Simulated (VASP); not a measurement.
# Al (Fm-3m) in VASP: notebook

The runs below take Al through single point, with PBE.

All numbers are computed with VASP 6.6.1; they aren't measurements. Logs are shortened: lines on timing, memory, paths and dates and some standing lists are left out, and cuts for length are marked.

## 1. The cell of the first run

The structure is cubic, space group Fm-3m (No. 225). Conventional cell: a = 4.116 Å, b = 4.116 Å, c = 4.116 Å, α = 90.00°, β = 90.00°, γ = 90.00°. Within 3.8 Å of Al (site symmetry m-3m) lie 12 Al at 2.91 Å.

## 2. Single point, PBE

Contents of INCAR:

```
SYSTEM = Al
  PREC = Accurate
  ENCUT = 520
  EDIFF = 1E-7
  ISMEAR = 1
  SIGMA = 0.1
  LREAL = .FALSE.
  LASPH = .TRUE.
  NELM = 60
  ALGO = Normal
  ISIF = 2
  LWAVE = .FALSE.
  LCHARG = .FALSE.
  GGA = PE
  NBANDS = 8
```

Contents of KPOINTS:

```
regular mesh
0
G
  12 12 12
  0 0 0
```

Contents of POSCAR:

```
Al
1.0
    0.0000000000      2.0580095072      2.0580095072
    2.0580095072      0.0000000000      2.0580095072
    2.0580095072      2.0580095072      0.0000000000
Al
1
Direct
    0.0000000000      0.0000000000      0.0000000000
```

Potentials or basis: VASP PAW PBE potentials, release 64 (Al).

The run is started by

```sh
> cat potpaw_PBE.64/Al/POTCAR > POTCAR
> mpirun -np 1 vasp_std > vasp.out
```

OUTCAR:

```text
SYSTEM = Al
   PREC = Accurate
   ENCUT = 520
   EDIFF = 1E-7
   ISMEAR = 1
   LREAL = .FALSE.
   LASPH = .TRUE.
   NELM = 60
   ISIF = 2
   GGA = PE

 ion  position               nearest neighbor table
   1  0.000  0.000  0.000-

  LATTYP: Found a face centered cubic cell.
 ALAT       =     4.1160190144

  Lattice vectors:

 A1 = (   0.0000000000,   2.0580095072,   2.0580095072)
 A2 = (   2.0580095072,   0.0000000000,   2.0580095072)
 A3 = (   2.0580095072,   2.0580095072,   0.0000000000)

Analysis of symmetry for initial positions (statically):
=====================================================================
 Subroutine PRICEL returns:
 Original cell was already a primitive cell.

 Routine SETGRP: Setting up the symmetry group for a
 face centered cubic supercell.

 Subroutine GETGRP returns: Found 48 space group operations
 (whereof 48 operations were pure point group operations)
 out of a pool of 48 trial point group operations.

The static configuration has the point symmetry O_h .

Analysis of symmetry for dynamics (positions and initial velocities):
=====================================================================
 Subroutine PRICEL returns:
 Original cell was already a primitive cell.

 Routine SETGRP: Setting up the symmetry group for a
 face centered cubic supercell.

 Subroutine GETGRP returns: Found 48 space group operations
 (whereof 48 operations were pure point group operations)
 out of a pool of 48 trial point group operations.

The dynamic configuration has the point symmetry O_h .

 Subroutine INISYM returns: Found 48 space group operations
 (whereof 48 operations are pure point group operations),
 and found     1 'primitive' translations

----------------------------------------------------------------------------------------

                                     Primitive cell

  volume of cell :      17.4330

  direct lattice vectors                    reciprocal lattice vectors
     0.000000000  2.058009507  2.058009507    -0.242953202  0.242953202  0.242953202
     2.058009507  0.000000000  2.058009507     0.242953202 -0.242953202  0.242953202
     2.058009507  2.058009507  0.000000000     0.242953202  0.242953202 -0.242953202

  length of vectors
     2.910464957  2.910464957  2.910464957     0.420807290  0.420807290  0.420807290

  position of ions in fractional coordinates (direct lattice)
     0.000000000  0.000000000  0.000000000

  ion indices of the primitive-cell ions
   primitive index   ion index
                 1           1

----------------------------------------------------------------------------------------

 KPOINTS: regular mesh

Automatic generation of k-mesh.
 Grid dimensions read from file:
 generate k-points for:   12   12   12

 Generating k-lattice:

  Cartesian coordinates                     Fractional coordinates (reciprocal lattice)
    -0.020246100  0.020246100  0.020246100     0.083333333  0.000000000  0.000000000
     0.020246100 -0.020246100  0.020246100     0.000000000  0.083333333  0.000000000
     0.020246100  0.020246100 -0.020246100     0.000000000  0.000000000  0.083333333

  Length of vectors
     0.035067274  0.035067274  0.035067274

  Shift w.r.t. Gamma in fractional coordinates (k-lattice)
     0.000000000  0.000000000  0.000000000

 Subroutine IBZKPT returns following result:
 ===========================================

 Found     72 irreducible k-points:

 Following reciprocal coordinates:
            Coordinates               Weight
  0.000000  0.000000  0.000000      1.000000
  0.083333  0.000000  0.000000      8.000000
  0.166667  0.000000  0.000000      8.000000
  0.250000  0.000000  0.000000      8.000000
  0.333333  0.000000  0.000000      8.000000
  0.416667  0.000000  0.000000      8.000000
[... 16 lines left out ...]
  0.500000  0.166667  0.000000     24.000000
 -0.416667  0.166667  0.000000     24.000000
 [... further k-points ...]
   k-points           NKPTS =     72   k-points in BZ     NKDIM =     72   number of bands    NBANDS=      8
   number of dos      NEDOS =    301   number of ions     NIONS =      1
   total plane-waves  NPLWV =  13824
   dimension x,y,z NGX =    24 NGY =   24 NGZ =   24
   dimension x,y,z NGXF=    48 NGYF=   48 NGZF=   48
   ions per type =               1
   NGX,Y,Z   is equivalent  to a cutoff of  13.71, 13.71, 13.71 a.u.
   NGXF,Y,Z  is equivalent  to a cutoff of  27.42, 27.42, 27.42 a.u.
 SYSTEM =  Al
   PREC   = accura    normal or accurate (medium, high low for compatibility)
   ISTART =      0    job   : 0-new  1-cont  2-samecut
   ICHARG =      2    charge: 1-file 2-atom 10-const
   ISPIN  =      1    spin polarized calculation?
   LNONCOLLINEAR =      F non collinear calculations
   LSORBIT =      F    spin-orbit coupling
   LASPH  =      T    aspherical Exc in radial PAW
   ENCUT  =  520.0 eV  38.22 Ry    6.18 a.u.   5.41  5.41  5.41*2*pi/ulx,y,z
   NELM   =     60;   NELMIN=  2; NELMDL= -5     # of ELM steps
   EDIFF  = 0.1E-06   stopping-criterion for ELM
   LREAL  =      F    real-space projection
   EDIFFG = 0.1E-05   stopping-criterion for IOM
   NSW    =      0    number of steps for IOM
   IBRION =     -1    ionic relax: 0-MD 1-quasi-New 2-CG
   NFREE  =      0    steps in history (QN), initial steepest desc. (CG)
   ISIF   =      2    stress and relaxation
   ISYM   =      2    0-nonsym 1-usesym 2-fastsym
   POTIM  = 0.5000    time-step for ionic-motion
   TEBEG  =    0.0;   TEEND  =   0.0 temperature during run
   PSTRESS=    0.0 pullay stress
   NELECT =       3.0000    total number of electrons
   NUPDOWN=      -1.0000    fix difference up-down
   EMIN   =  10.00;   EMAX   =-10.00  energy-range for DOS
   EFERMI =   0.00;   METHOD = LEGACY
   ISMEAR =     1;   SIGMA  =   0.10  broadening in eV -4-tet -1-fermi 0-gaus
   EFERMI_NEDOS =   21; number of points for ismear=-14 and -15
   IALGO  =     38    algorithm
   IMIX   =      4    mixing-type and parameters
     AMIX     =   0.40;   BMIX     =  1.00
     AMIX_MAG =   1.60;   BMIX_MAG =  1.00
  volume/ion in A,a.u.               =      17.43       117.64
  Fermi-wavevector in a.u.,A,eV,Ry     =   0.910593  1.720772 11.281686  0.829181
  Thomas-Fermi vector in A             =   2.034774
   LORBIT       =      0    0 simple, 1 ext, 2 COOP (PROOUT), +10 PAW based schemes
   GGA     = PE    functional components
   LHFCALC =     F    Hartree Fock is set to
   AEXX    =    0.0000 exact exchange contribution
   IVDW    =     0    specifies the selected vdW correction
   LEPSILON=     F    determine dielectric tensor
   LRPA    =     F    only Hartree local field effects (RPA)
 non-spin polarized calculation
 Methfessel and Paxton  Order N= 1 SIGMA  =   0.10
  energy-cutoff  :      520.00
  volume of cell :       17.43
 maximum number of plane-waves:       495
 NGX is ok and might be reduce to    24
   NGX = 11   NGY = 11   NGZ = 11

 number of electron       3.0000000 magnetization

 Free energy of the ion-electron system (eV)
  ---------------------------------------------------
  ext. energy  EPLUGINS =         0.00000000
  ---------------------------------------------------
  free energy    TOTEN  =        -3.74237616 eV

  energy without entropy =       -3.74294858  energy(sigma->0) =       -3.74256696

 E-fermi :   7.3052     XC(G=0):  -9.9988

 val. band max:        7.2112777613   @ k =   0.5000   0.2500   0.0833
 cond. band min:       7.3807900372   @ k =  -0.4167   0.4167   0.0833
 fundamental gap:      0.1695122759
 Fermi energy:         7.3051591472

 k-point     1 :       0.0000    0.0000    0.0000
  band No.  band energies     occupation
      1      -3.3212      2.00000
      2      19.7574      0.00000
      3      19.7574      0.00000
      4      19.7574      0.00000
      5      20.8436      0.00000
      6      20.8436      0.00000
      7      20.8436      0.00000
      8      23.5123      0.00000

 k-point     2 :       0.0833    0.0000    0.0000
  band No.  band energies     occupation
      1      -3.1392      2.00000
      2      17.1306      0.00000
      3      19.1090      0.00000
      4      19.1090      0.00000
      5      21.6278      0.00000
      6      21.7619      0.00000
      7      21.7619      0.00000
      8      25.2270      0.00000

 k-point     3 :       0.1667    0.0000    0.0000
  band No.  band energies     occupation
      1      -2.5947      2.00000
      2      13.8693      0.00000
      3      18.3918      0.00000
      4      18.3918      0.00000
      5      21.4888      0.00000
      6      22.8081      0.00000
      7      22.8081      0.00000
      8      24.2268      0.00000

 k-point     4 :       0.2500    0.0000    0.0000
  band No.  band energies     occupation
      1      -1.6915      2.00000
      2      10.7667      0.00000
      3      17.9477      0.00000
      4      17.9477      0.00000
      5      21.2812      0.00000
      6      21.6813      0.00000
      7      21.6813      0.00000
      8      25.5712      0.00000

 k-point     5 :       0.3333    0.0000    0.0000
  band No.  band energies     occupation
      1      -0.4360      2.00000
      2       7.9159     -0.00000
      3      17.8033      0.00000
      4      17.8033      0.00000
      5      20.3457      0.00000
      6      20.3457      0.00000
      7      21.2665      0.00000
      8      24.1835      0.00000
[... 177 lines left out ...]
 k-point    22 :       0.4167    0.1667    0.0000
  band No.  band energies     occupation
      1       0.6905      2.00000
      2       7.6214     -0.00007
      3      14.4744      0.00000
      4      15.0328      0.00000
      5      16.7246      0.00000
      6      23.5642      0.00000
      7      23.8180      0.00000
      8      26.4599      0.00000

 k-point    23 :       0.5000    0.1667    0.0000
  band No.  band energies     occupation
      1       2.3934      2.00000
      2       5.1766      2.00000
      3      13.4308      0.00000
      4      15.2978      0.00000
      5      17.0470      0.00000
      6      22.8745      0.00000
      7      25.0024      0.00000
      8      27.0673      0.00000

 k-point    24 :      -0.4167    0.1667    0.0000
  band No.  band energies     occupation
      1       3.0356      2.00000
      2       4.4253      2.00000
      3      12.7173      0.00000
      4      15.8750      0.00000
      5      17.6911      0.00000
      6      22.2144      0.00000
      7      24.7540      0.00000
      8      27.7699      0.00000

 [... further k-points ...]
[... 5 lines left out ...]
  --------------------------------------------------------------------------------------
  -------------------------------------------------------------------------------------
  Total       -0.4156059     -0.4156059     -0.4156059     -0.0000000      0.0000000      0.0000000
  in kB      -38.1961989    -38.1961989    -38.1961989     -0.0000000      0.0000000      0.0000000
  external PRESSURE =     -38.1961989 kB  Pullay stress =       0.0000000 kB

 VOLUME and BASIS-vectors are now :
 -----------------------------------------------------------------------------
  energy-cutoff  :      520.00
  volume of cell :       17.43
      direct lattice vectors                 reciprocal lattice vectors
     0.000000000  2.058009507  2.058009507    -0.242953202  0.242953202  0.242953202
     2.058009507  0.000000000  2.058009507     0.242953202 -0.242953202  0.242953202
     2.058009507  2.058009507  0.000000000     0.242953202  0.242953202 -0.242953202

 POSITION                                       TOTAL-FORCE (eV/Angst)
 -----------------------------------------------------------------------------------
      0.00000      0.00000      0.00000         0.000000      0.000000     -0.000000
 -----------------------------------------------------------------------------------
    total drift:                               -0.000000      0.000000      0.000000

  FREE ENERGIE OF THE ION-ELECTRON SYSTEM (eV)
  ---------------------------------------------------
  free  energy   TOTEN  =        -3.7423761563 eV

  energy  without entropy=       -3.7429485824  energy(sigma->0) =       -3.74256696
```

Wall time 5.6 s (1 thread of Intel Xeon Platinum 8259CL at 2.50GHz (Skylake/Cascade Lake), shared host); peak memory 0.13 GiB.

Results:

```yaml
Free_energy: -3.7424 eV
Pressure: -3.8 GPa
```

Levels at points of the mesh, in eV from the Fermi level:
```
           k point  band 1  band 2  band 3  band 4  band 5
(0.00, 0.00, 0.00)  -10.63   12.45   12.45   12.45   13.54
(0.50, 0.00, 0.00)   -4.24   -4.17   10.97   10.97   11.34
(0.50, 0.50, 0.00)   -2.66   -1.46    5.38    5.48    5.48
```

## 3. Single point, PBE

This run uses another cell than the first one, of 17.85 Å³/atom, 1.024 times its volume.

Contents of INCAR:

```
SYSTEM = Al
ALGO = Normal ; EDIFF = 1E-6
ENCUT = 520 ; GGA = PE
ISIF = 2 ; ISMEAR = 1
LASPH = .TRUE. ; LCHARG = .TRUE.
LELF = .TRUE. ; LREAL = .FALSE.
LVHAR = .TRUE. ; LWAVE = .FALSE.
NBANDS = 8 ; NELM = 100
PREC = Accurate ; SIGMA = 0.1
```

Contents of KPOINTS:

```
k-points
0
G
  12 12 12
  0 0 0
```

Contents of POSCAR:

```
Al
1.0
    0.0000000000      2.0742149737      2.0742149737
    2.0742149737      0.0000000000      2.0742149737
    2.0742149737      2.0742149737      0.0000000000
Al
1
Direct
    0.0000000000      0.0000000000      0.0000000000
```

Potentials or basis: VASP PAW PBE potentials, release 64 (Al).

The run is started by

```sh
> cat potpaw_PBE.64/Al/POTCAR > POTCAR
> mpirun -np 1 vasp_std > vasp.out
```

Wall time 6.4 s (1 thread of Intel Xeon Platinum 8259CL at 2.50GHz (Skylake/Cascade Lake), shared host); peak memory 0.13 GiB.

Results (log left out):

```yaml
Free_energy: -3.7306 eV
Pressure: -5.2 GPa
```

Levels at points of the mesh, in eV from the Fermi level:
| k point | band 1 | band 2 | band 3 | band 4 |
| --- | --- | --- | --- | --- |
| (0.00, 0.00, 0.00) | -10.47 | 12.33 | 12.33 | 12.33 |
| (0.50, 0.00, 0.00) | -4.15 | -4.14 | 10.74 | 10.74 |
| (0.50, 0.50, 0.00) | -2.60 | -1.46 | 5.37 | 5.38 |

## 4. Single point, PBE

This run uses another cell than the first one, of 18.26 Å³/atom, 1.048 times its volume.

Contents of INCAR:

```
SYSTEM = Al
ALGO = Normal
EDIFF = 1E-7
ENCUT = 520
GGA = PE
ISIF = 2
ISMEAR = 1
LASPH = .TRUE.
LCHARG = .FALSE.
LREAL = .FALSE.
LWAVE = .FALSE.
NBANDS = 8
NELM = 80
PREC = Accurate
SIGMA = 0.1
```

KPOINTS is that of step 3.

Contents of POSCAR:

```
Al
1.0
    0.0000000000      2.0901711006      2.0901711006
    2.0901711006      0.0000000000      2.0901711006
    2.0901711006      2.0901711006      0.0000000000
Al
1
Direct
    0.0000000000      0.0000000000      0.0000000000
```

Potentials or basis: VASP PAW PBE potentials, release 64 (Al).

The run is started by

```sh
> cat potpaw_PBE.64/Al/POTCAR > POTCAR
> mpirun -np 1 vasp_std > vasp.out
```

OUTCAR:

```text
SYSTEM = Al
   EDIFF = 1E-7
   ENCUT = 520
   GGA = PE
   ISIF = 2
   ISMEAR = 1
   LASPH = .TRUE.
   LREAL = .FALSE.
   NELM = 80
   PREC = Accurate

 ion  position               nearest neighbor table
   1  0.000  0.000  0.000-

  LATTYP: Found a face centered cubic cell.
 ALAT       =     4.1803422012

  Lattice vectors:

 A1 = (   0.0000000000,   2.0901711006,   2.0901711006)
 A2 = (   2.0901711006,   0.0000000000,   2.0901711006)
 A3 = (   2.0901711006,   2.0901711006,   0.0000000000)

Analysis of symmetry for initial positions (statically):
=====================================================================
 Subroutine PRICEL returns:
 Original cell was already a primitive cell.

 Routine SETGRP: Setting up the symmetry group for a
 face centered cubic supercell.

 Subroutine GETGRP returns: Found 48 space group operations
 (whereof 48 operations were pure point group operations)
 out of a pool of 48 trial point group operations.

The static configuration has the point symmetry O_h .

Analysis of symmetry for dynamics (positions and initial velocities):
=====================================================================
 Subroutine PRICEL returns:
[... 154 lines left out ...]
  energy without entropy =       -3.71593253  energy(sigma->0) =       -3.71567363

 E-fermi :   6.8403     XC(G=0):  -9.8345

 val. band max:        6.7619377958   @ k =   0.5000   0.2500   0.0833
 cond. band min:       6.9084580485   @ k =  -0.4167   0.4167   0.0833
 fundamental gap:      0.1465202527
 Fermi energy:         6.8402743056

 k-point     1 :       0.0000    0.0000    0.0000
  band No.  band energies     occupation
      1      -3.4706      2.00000
      2      19.0527      0.00000
      3      19.0527      0.00000
      4      19.0527      0.00000
      5      19.8111      0.00000
      6      19.8111      0.00000
      7      19.8111      0.00000
      8      22.7319      0.00000
[... 243 lines left out ...]
 k-point    24 :      -0.4167    0.1667    0.0000
  band No.  band energies     occupation
      1       2.7012      2.00000
      2       4.0492      2.00000
      3      12.0847      0.00000
      4      15.1343      0.00000
      5      16.9334      0.00000
      6      21.3396      0.00000
      7      23.7318      0.00000
      8      26.7885      0.00000

 [... further k-points ...]
[... 5 lines left out ...]
  --------------------------------------------------------------------------------------
  -------------------------------------------------------------------------------------
  Total       -0.7320797     -0.7320797     -0.7320797      0.0000000      0.0000000      0.0000000
  in kB      -64.2234250    -64.2234250    -64.2234250      0.0000000      0.0000000      0.0000000
  external PRESSURE =     -64.2234250 kB  Pullay stress =       0.0000000 kB

 VOLUME and BASIS-vectors are now :
 -----------------------------------------------------------------------------
  energy-cutoff  :      520.00
  volume of cell :       18.26
      direct lattice vectors                 reciprocal lattice vectors
     0.000000000  2.090171101  2.090171101    -0.239214866  0.239214866  0.239214866
     2.090171101  0.000000000  2.090171101     0.239214866 -0.239214866  0.239214866
     2.090171101  2.090171101  0.000000000     0.239214866  0.239214866 -0.239214866

 POSITION                                       TOTAL-FORCE (eV/Angst)
 -----------------------------------------------------------------------------------
      0.00000      0.00000      0.00000         0.000000      0.000000      0.000000
 -----------------------------------------------------------------------------------
    total drift:                               -0.000000      0.000000      0.000000

  FREE ENERGIE OF THE ION-ELECTRON SYSTEM (eV)
  ---------------------------------------------------
  free  energy   TOTEN  =        -3.7155441728 eV

  energy  without entropy=       -3.7159325295  energy(sigma->0) =       -3.71567363
```

OSZICAR:

```text
N       E                     dE             d eps       ncg     rms          rms(c)
DAV:   1    -0.251366737377E+01   -0.25137E+01   -0.79164E+02  1152   0.199E+02
DAV:   2    -0.373110673767E+01   -0.12174E+01   -0.11989E+01  1680   0.175E+01
DAV:   3    -0.373666905807E+01   -0.55623E-02   -0.55621E-02  1456   0.135E+00
DAV:   4    -0.373668690794E+01   -0.17850E-04   -0.17849E-04  1760   0.721E-02
DAV:   5    -0.373668692559E+01   -0.17652E-07   -0.18358E-07  1456   0.161E-03    0.115E+00
DAV:   6    -0.372447105673E+01    0.12216E-01   -0.21059E-03  1488   0.218E-01    0.673E-01
DAV:   7    -0.371555391261E+01    0.89171E-02   -0.62700E-03  1472   0.355E-01    0.134E-01
DAV:   8    -0.371554593648E+01    0.79761E-05   -0.15709E-05  1632   0.281E-02    0.871E-03
DAV:   9    -0.371554471799E+01    0.12185E-05   -0.10132E-06  1592   0.419E-03    0.824E-04
DAV:  10    -0.371554424080E+01    0.47719E-06   -0.52061E-09  1496   0.482E-04    0.180E-04
DAV:  11    -0.371554417283E+01    0.67976E-07   -0.37699E-10   872   0.108E-04
   1 F= -.37155442E+01 E0= -.37156736E+01  d E =0.388357E-03
```

stdout:

```text
POSCAR found type information on POSCAR Al
 POSCAR found :  1 types and       1 ions
 scaLAPACK will be used
 LDA part: xc-table for (Slater+PW92), standard interpolation
 POSCAR, INCAR and KPOINTS ok, starting setup
 FFT: planning ... GRIDC
 FFT: planning ... GRID_SOFT
 FFT: planning ... GRID
 WAVECAR not read
 entering main loop
```

It took 5.5 s on 1 thread of Intel Xeon Platinum 8259CL at 2.50GHz (Skylake/Cascade Lake), shared host; peak memory 0.13 GiB.

What came out:

* Free energy: -3.7155 eV
* Pressure: -6.4 GPa

## 5. Summary

```tsv
cell	gap on the mesh (eV)	pressure (GPa)
a = 2.910 Å, angles 60.0°, 1 atom	none	-3.8
a = 2.933 Å, angles 60.0°, 1 atom	none	-5.2
a = 2.956 Å, angles 60.0°, 1 atom	none	-6.4
```

Alike in all rows: task single point; level PBE; potentials or basis VASP PAW PBE potentials, release 64 (Al); no spin polarisation; k mesh 12 × 12 × 12; cutoff (eV) 520; smearing methfessel-paxton 0.1 eV.

Total energies depend on the potentials used, so only differences within one code and one set of settings carry meaning.
